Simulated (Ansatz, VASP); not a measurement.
# Ni: VASP beside Ansatz

```
CELL_PARAMETERS angstrom
0.00000 2.68138 2.68138
2.68138 0.00000 2.68138
2.68138 2.68138 0.00000
ATOMIC_POSITIONS crystal
Ni 0.12500 0.12500 0.12500
Ni 0.87500 0.87500 0.87500
```

Alike in both runs: task single point; functional RPBE; k mesh 12 × 12 × 12; occupations fermi-dirac, width 0.05 eV; collinear spin.

|  | VASP | Ansatz |
| --- | --- | --- |
| version | VASP 6.6.1 | Ansatz 0.2.0 |
| potentials or method | VASP PAW PBE potentials, release 64 (Ni), cutoff 520 eV | plane waves (420 eV) with PAW, scalar-relativistic |
| valence electrons in the cell | 20 | 36 |

```tsv
	VASP	Ansatz	Ansatz less VASP
pressure (GPa)	-6.6	-6.8	-0.19
net moment per atom (μB)	0.81	0.82	+0.016
size of the moment on the site where the two differ most (μB)	0.83	0.88	+0.048
```

VASP's potentials were made for PBE, not for RPBE. Site moments also hang on the region over which each program counts them. VASP's potentials hold 20 valence electrons a cell and Ansatz's 36, so a difference there can come from the potentials and not from the codes.
